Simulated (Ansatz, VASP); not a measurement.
**One calculation of La2OF2, two programs**

```
CELL_PARAMETERS angstrom
3.74000 0.00000 0.00000
-1.87000 3.23893 0.00000
0.00000 0.00000 15.95673
ATOMIC_POSITIONS crystal
La 0.00000 0.00000 0.60510
La 0.00000 0.00000 0.39490
La 0.00000 0.00000 0.10510
La 0.00000 0.00000 0.89490
O 0.66667 0.33333 0.75000
O 0.33333 0.66667 0.25000
F 0.66667 0.33333 0.00396
F 0.33333 0.66667 0.99604
F 0.33333 0.66667 0.50396
F 0.66667 0.33333 0.49604
```

Change from the starting cell: species swapped into the Y2Co2I type (P6_3/mmc, No. 194).

Alike in both runs: task relaxation of cell and atoms; functional PBE; k mesh 6 × 6 × 1; occupations gaussian, width 0.1 eV; no spin polarisation.

```csv
,VASP,Ansatz
version,VASP 6.6.1,Ansatz 0.2.0
potentials or method,"VASP PAW PBE potentials, release 64 (La, O, F), cutoff 600 eV","scalar-relativistic, plane waves, PAW"
valence electrons in the cell,84,84
```

VASP gave:

* gap on the k mesh at the Fermi level, each at its own relaxed structure (eV): none
* relaxed volume (Å³/atom): 19.15
* relaxed length of the cell vector where the two differ most in proportion (Å): 16.665

**Question.** Estimate Ansatz's values.

**Answer.** gap on the k mesh at the Fermi level, each at its own relaxed structure (eV): none; relaxed volume (Å³/atom): 19.13; relaxed length of the cell vector where the two differ most in proportion (Å): 16.549.

A gap of «none» marks a metal or a gap that the smearing closes.

The k mesh is coarse, so the values compare programs but aren't converged. Spin-orbit coupling is off throughout.
